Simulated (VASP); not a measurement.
# BN (BN (110), 3 layers) in VASP: a series of runs, part 2 of 2

VASP 6.6.1. Earlier steps stand in the parts before.

**4. Single point, LDA**

Contents of INCAR:

```
SYSTEM = BN
ALGO     = Normal         ! electronic algorithm
DIPOL    = 0.5 0.5 0.500
EDIFF    = 1E-7           ! SCF threshold, eV
ENCUT    = 520            ! plane-wave cutoff, eV
IDIPOL   = 3            
ISIF     = 2              ! what is computed and relaxed
ISMEAR   = -1             ! smearing method
LASPH    = .True.         ! aspherical terms in the spheres
LCHARG   = .False.        ! write CHGCAR
LDIPOL   = .True.       
LREAL    = .False.        ! projectors in reciprocal space
LWAVE    = .False.        ! write WAVECAR
NBANDS   = 21             ! bands
NELM     = 80             ! most SCF steps
PREC     = Accurate       ! precision mode
SIGMA    = 0.02           ! smearing width, eV
```

Contents of KPOINTS:

```
k-points
0
Gamma
  10 7 1
  0 0 0
```

Contents of POSCAR:

```
BN
1.0
    2.5318878315      0.0000000000      0.0000000000
    0.0000000000      3.5806301097      0.0000000000
    0.0000000000      0.0000000000     18.5319000000
B N
3 3
Direct
    0.2500000000      0.0856644723      0.4407013691
    0.7500000000      0.6341215714      0.4999999758
    0.2500000000      0.0856647293      0.5592986250
    0.7500000000      0.9005535059      0.4303995290
    0.2500000000      0.3934419649      0.5000000113
    0.7500000000      0.9005537562      0.5696004899
```

Potentials or basis: VASP PAW LDA potentials, release 64 (B, N).

Launch:

```console
$ cat potpaw_LDA.64/B/POTCAR potpaw_LDA.64/N/POTCAR > POTCAR
$ mpirun -np 1 vasp_std > vasp.out
```

OUTCAR:

```text
SYSTEM = BN
   EDIFF = 1E-7
   ENCUT = 520
   ISIF = 2
   ISMEAR = -1
   LASPH = .True.
   LREAL = .False.
   NELM = 80
   PREC = Accurate

 ion  position               nearest neighbor table
   1  0.250  0.086  0.441-   4 1.44   4 1.44   5 1.56
   2  0.750  0.634  0.500-   5 1.53   5 1.53   4 1.60   6 1.60
   3  0.250  0.086  0.559-   6 1.44   6 1.44   5 1.56
   4  0.750  0.901  0.430-   1 1.44   1 1.44   2 1.60
   5  0.250  0.393  0.500-   2 1.53   2 1.53   3 1.56   1 1.56
   6  0.750  0.901  0.570-   3 1.44   3 1.44   2 1.60

  LATTYP: Found a simple orthorhombic cell.
 ALAT       =     2.5318878315
 B/A-ratio  =     1.4142135624
 C/A-ratio  =     7.3194000814

  Lattice vectors:

 A1 = (   2.5318878315,   0.0000000000,   0.0000000000)
 A2 = (   0.0000000000,   3.5806301097,   0.0000000000)
 A3 = (   0.0000000000,   0.0000000000,  18.5319000000)

Analysis of symmetry for initial positions (statically):
=====================================================================
 Subroutine PRICEL returns:
 Original cell was already a primitive cell.

 Routine SETGRP: Setting up the symmetry group for a
 simple orthorhombic supercell.

 Subroutine GETGRP returns: Found  4 space group operations
 (whereof  2 operations were pure point group operations)
 out of a pool of  8 trial point group operations.

The static configuration has the point symmetry C_1h.
 The point group associated with its full space group is C_2v.

Analysis of symmetry for dynamics (positions and initial velocities):
=====================================================================
 Subroutine PRICEL returns:
 Original cell was already a primitive cell.

 Routine SETGRP: Setting up the symmetry group for a
 simple orthorhombic supercell.

 Subroutine GETGRP returns: Found  4 space group operations
 (whereof  2 operations were pure point group operations)
 out of a pool of  8 trial point group operations.

[... 133 lines left out ...]
   GGA     = CA    functional components
   LHFCALC =     F    Hartree Fock is set to
   AEXX    =    0.0000 exact exchange contribution
   IVDW    =     0    specifies the selected vdW correction
   LEPSILON=     F    determine dielectric tensor
   LRPA    =     F    only Hartree local field effects (RPA)
 non-spin polarized calculation
  energy-cutoff  :      520.00
  volume of cell :      168.01
 maximum number of plane-waves:      4554
 NGX is ok and might be reduce to    20
   NGX =  9   NGY = 13   NGZ = 69

 number of electron      24.0000000 magnetization

 dipolmoment           0.000000      0.000000     -0.000001 electrons x Angstroem

 Free energy of the ion-electron system (eV)
  ---------------------------------------------------
  ext. energy  EPLUGINS =         0.00000000
  ---------------------------------------------------
  free energy    TOTEN  =       -54.00388631 eV

  energy without entropy =      -54.00388578  energy(sigma->0) =      -54.00388604

 E-fermi :  -3.2966     XC(G=0):  -3.6866

 val. band max:       -3.5180473862   @ k =   0.0000   0.4286   0.0000
 cond. band min:      -3.0934365020   @ k =   0.5000   0.0000   0.0000
 fundamental gap:      0.4246108842
 Fermi energy:        -3.2966292279

 k-point     1 :       0.0000    0.0000    0.0000
  band No.  band energies     occupation
      1     -23.3403      2.00000
      2     -19.6168      2.00000
      3     -18.2976      2.00000
      4     -12.2815      2.00000
      5     -10.1894      2.00000
      6      -9.7089      2.00000
[... 565 lines left out ...]
     20       8.9168      0.00000
     21       8.9252      0.00000

------------------------ aborting loop because EDIFF is reached ----------------------------------------

 vacuum level on the upper side and lower side of the slab       (xc-potential included)        -0.083        -0.083

  FORCE on cell =-STRESS in cart. coord.  units (eV):
  Direction    XX          YY          ZZ          XY          YZ          ZX
  --------------------------------------------------------------------------------------
  -------------------------------------------------------------------------------------
  Total       -2.6160398     -0.4909290      0.0703905      0.0000000      0.0000000      0.0000000
  in kB      -24.9477316     -4.6817200      0.6712751      0.0000000      0.0000000      0.0000000
  external PRESSURE =      -9.6527255 kB  Pullay stress =       0.0000000 kB

 VOLUME and BASIS-vectors are now :
 -----------------------------------------------------------------------------
  energy-cutoff  :      520.00
  volume of cell :      168.01
      direct lattice vectors                 reciprocal lattice vectors
     2.531887832  0.000000000  0.000000000     0.394962205  0.000000000  0.000000000
     0.000000000  3.580630110  0.000000000     0.000000000  0.279280453  0.000000000
     0.000000000  0.000000000 18.531900000     0.000000000  0.000000000  0.053961008

 POSITION                                       TOTAL-FORCE (eV/Angst)
 -----------------------------------------------------------------------------------
      0.63297      0.30673      8.16703        -0.000000      0.005800     -0.042193
      1.89892      2.27055      9.26595        -0.000000     -0.024114      0.000000
      0.63297      0.30673     10.36487        -0.000000      0.005800      0.042193
      1.89892      3.22455      7.97612        -0.000000      0.000656     -0.012318
      0.63297      1.40877      9.26595        -0.000000      0.011202      0.000000
      1.89892      3.22455     10.55578         0.000000      0.000656      0.012318
 -----------------------------------------------------------------------------------
    total drift:                                0.000000      0.000665     -0.000511

  FREE ENERGIE OF THE ION-ELECTRON SYSTEM (eV)
  ---------------------------------------------------
  free  energy   TOTEN  =       -54.0038863053 eV

  energy  without entropy=      -54.0038857795  energy(sigma->0) =      -54.00388604

 vacuum level on the upper side and lower side of the slab         2.962         2.962
```

OSZICAR:

```text
N       E                     dE             d eps       ncg     rms          rms(c)
DAV:   1     0.186450269536E+03    0.18645E+03   -0.10129E+04  1008   0.910E+02
DAV:   2    -0.362904233195E+02   -0.22274E+03   -0.21239E+03  1407   0.226E+02
DAV:   3    -0.588395259399E+02   -0.22549E+02   -0.22429E+02  1273   0.840E+01
[... 16 lines left out ...]
DAV:  20    -0.540038784971E+02   -0.25896E-04   -0.11595E-06  1092   0.299E-03    0.607E-04
DAV:  21    -0.540038845021E+02   -0.60050E-05   -0.14122E-07  1017   0.150E-03    0.241E-04
DAV:  22    -0.540038860310E+02   -0.15289E-05   -0.45852E-08   982   0.889E-04    0.205E-04
DAV:  23    -0.540038862508E+02   -0.21984E-06   -0.57800E-09   997   0.408E-04    0.399E-05
DAV:  24    -0.540038863053E+02   -0.54459E-07   -0.10510E-09   931   0.169E-04
   1 F= -.54003886E+02 E0= -.54003886E+02  d E =-.525798E-06
```

It took 69 s on 1 thread of AMD EPYC 9R45 (Zen 5), shared host; peak memory 0.21 GiB.

What came out:

```yaml
Free_energy: -54.0039 eV
Largest_force: 0.043 eV/Å
Band_gap_on_the_k_mesh: 0.42 eV, indirect (least direct gap 0.52 eV)
```

Forces in eV/Å, atoms in the order of the input:
```
B    0.000  0.006 -0.042
B    0.000 -0.024  0.000
B    0.000  0.006  0.042
N    0.000  0.001 -0.012
N    0.000  0.011  0.000
N    0.000  0.001  0.012
```

**5. Single point, LDA**

Contents of INCAR:

```
PREC = Accurate
ENCUT = 520
EDIFF = 1E-7
ISMEAR = -1
SIGMA = 0.02
LREAL = False
LASPH = True
NELM = 100
ALGO = Normal
ISIF = 2
LWAVE = False
LCHARG = True
LDIPOL = True
IDIPOL = 3
DIPOL = 0.5 0.5 0.500
GGA = CA
LELF = True
LVHAR = True
LVACPOTAV = True
NBANDS = 21
EFIELD = -0.5
```

Contents of KPOINTS:

```
regular mesh
0
Gamma
  10 7 1
```

Contents of POSCAR:

```
BN
1.0
    2.5318878315      0.0000000000      0.0000000000
    0.0000000000      3.5806301097      0.0000000000
    0.0000000000      0.0000000000     18.5319000000
B N
3 3
Direct
    0.2500000000      0.0856381718      0.4407069770
    0.7500000000      0.6340962617      0.4999999715
    0.2500000000      0.0856382613      0.5592929582
    0.7500000000      0.9006063549      0.4304155016
    0.2500000000      0.3934143713      0.5000000273
    0.7500000000      0.9006065790      0.5695845645
```

Potentials or basis: VASP PAW LDA potentials, release 64 (B, N).

Launch:

```console
$ cat potpaw_LDA.64/B/POTCAR potpaw_LDA.64/N/POTCAR > POTCAR
$ mpirun -np 1 vasp_std > vasp.out
```

OUTCAR:

```text
PREC = Accurate
   ENCUT = 520
   EDIFF = 1E-7
   ISMEAR = -1
   LREAL = False
   LASPH = True
   NELM = 100
   ISIF = 2
   GGA = CA

 ion  position               nearest neighbor table
   1  0.250  0.086  0.441-   4 1.44   4 1.44   5 1.56
   2  0.750  0.634  0.500-   5 1.53   5 1.53   4 1.60   6 1.60
   3  0.250  0.086  0.559-   6 1.44   6 1.44   5 1.56
   4  0.750  0.901  0.430-   1 1.44   1 1.44   2 1.60
   5  0.250  0.393  0.500-   2 1.53   2 1.53   3 1.56   1 1.56
   6  0.750  0.901  0.570-   3 1.44   3 1.44   2 1.60

  LATTYP: Found a simple orthorhombic cell.
 ALAT       =     2.5318878315
 B/A-ratio  =     1.4142135624
 C/A-ratio  =     7.3194000814

  Lattice vectors:

 A1 = (   2.5318878315,   0.0000000000,   0.0000000000)
 A2 = (   0.0000000000,   3.5806301097,   0.0000000000)
 A3 = (   0.0000000000,   0.0000000000,  18.5319000000)

Analysis of symmetry for initial positions (statically):
=====================================================================
 Subroutine PRICEL returns:
 Original cell was already a primitive cell.

[... 184 lines left out ...]
 cond. band min:      -3.1062084851   @ k =   0.5000   0.0000   0.0000
 fundamental gap:      0.4142384738
 Fermi energy:        -3.3037140174

 k-point     1 :       0.0000    0.0000    0.0000
  band No.  band energies     occupation
      1     -23.3517      2.00000
      2     -19.6297      2.00000
      3     -18.3031      2.00000
      4     -12.2925      2.00000
      5     -10.2058      2.00000
      6      -9.7163      2.00000
[... 565 lines left out ...]
     20       8.6950      0.00000
     21       8.9006      0.00000

------------------------ aborting loop because EDIFF is reached ----------------------------------------

  FORCE on cell =-STRESS in cart. coord.  units (eV):
  Direction    XX          YY          ZZ          XY          YZ          ZX
  --------------------------------------------------------------------------------------
  -------------------------------------------------------------------------------------
  Total       -2.5849130     -0.4606358      0.0548465      0.0000000     -0.2315631      0.0000000
  in kB      -24.6508926     -4.3928305      0.5230405      0.0000000     -2.2082902      0.0000000
  external PRESSURE =      -9.5068942 kB  Pullay stress =       0.0000000 kB

 VOLUME and BASIS-vectors are now :
 -----------------------------------------------------------------------------
  energy-cutoff  :      520.00
  volume of cell :      168.01
      direct lattice vectors                 reciprocal lattice vectors
     2.531887832  0.000000000  0.000000000     0.394962205  0.000000000  0.000000000
     0.000000000  3.580630110  0.000000000     0.000000000  0.279280453  0.000000000
     0.000000000  0.000000000 18.531900000     0.000000000  0.000000000  0.053961008

 POSITION                                       TOTAL-FORCE (eV/Angst)
 -----------------------------------------------------------------------------------
      0.63297      0.30664      8.16714         0.000000      0.090841      0.128853
      1.89892      2.27046      9.26595         0.000000     -0.025028      0.232304
      0.63297      0.30664     10.36476         0.000000     -0.066402      0.220788
      1.89892      3.22474      7.97642         0.000000      0.015042     -0.232441
      0.63297      1.40867      9.26595         0.000000      0.016086     -0.156858
      1.89892      3.22474     10.55548         0.000000     -0.030538     -0.192646
 -----------------------------------------------------------------------------------
    total drift:                                0.000000      0.000339     -0.000002

  FREE ENERGIE OF THE ION-ELECTRON SYSTEM (eV)
  ---------------------------------------------------
  free  energy   TOTEN  =       -54.0280300172 eV

  energy  without entropy=      -54.0280293325  energy(sigma->0) =      -54.02802967
```

It took 79 s on 1 thread of AMD EPYC 9R45 (Zen 5), shared host; peak memory 0.21 GiB.

Results:

* Free energy: -54.0280 eV
* Largest force: 0.234 eV/Å
* Band gap on the k mesh: 0.41 eV, indirect (least direct gap 0.50 eV)

Forces in eV/Å, atoms in the order of the input:
```
B    0.000  0.091  0.129
B    0.000 -0.025  0.232
B    0.000 -0.066  0.221
N    0.000  0.015 -0.232
N    0.000  0.016 -0.157
N    0.000 -0.031 -0.193
```

**6. Single point, LDA**

Contents of INCAR:

```
SYSTEM = BN
PREC = Accurate ; ENCUT = 520
EDIFF = 1E-7 ; ISMEAR = -1
SIGMA = 0.02 ; LREAL = .False.
LASPH = .True. ; NELM = 60
ALGO = Normal ; ISIF = 2
LWAVE = .False. ; LCHARG = .False.
LDIPOL = .True. ; IDIPOL = 3
DIPOL = 0.5 0.5 0.500 ; GGA = CA
NBANDS = 21 ; EFIELD = -0.5
```

Contents of KPOINTS:

```
Automatic mesh
0
Gamma
  10 7 1
  0 0 0
```

POSCAR is that of step 5.

Potentials or basis: VASP PAW LDA potentials, release 64 (B, N).

Launch:

```console
$ cat potpaw_LDA.64/B/POTCAR potpaw_LDA.64/N/POTCAR > POTCAR
$ mpirun -np 1 vasp_std > vasp.out
```

Run time: 80 s. Hardware: 1 thread of AMD EPYC 9R45 (Zen 5), shared host; peak memory 0.21 GiB.

The run converged. Its results:

* Free energy: -54.0280 eV
* Largest force: 0.234 eV/Å
* Band gap on the k mesh: 0.41 eV, indirect (least direct gap 0.50 eV)

Forces on the atoms (eV/Å):
```
B    0.000  0.091  0.129
B    0.000 -0.025  0.232
B    0.000 -0.066  0.221
N    0.000  0.015 -0.232
N    0.000  0.016 -0.157
N    0.000 -0.031 -0.193
```

Levels at points of the mesh, in eV from the valence-band top:
| k point | band 8 | band 9 | band 10 | band 11 | band 12 | band 13 | band 14 | band 15 | band 16 | band 17 |
| --- | --- | --- | --- | --- | --- | --- | --- | --- | --- | --- |
| (0.00, 0.00, 0.00) | -4.93 | -3.64 | -1.78 | -1.71 | -0.45 | 3.51 | 4.45 | 5.28 | 5.87 | 6.60 |
| (0.50, 0.00, 0.00) | -4.97 | -4.47 | -3.66 | -1.99 | -0.09 | 0.41 | 4.26 | 6.74 | 8.41 | 9.79 |
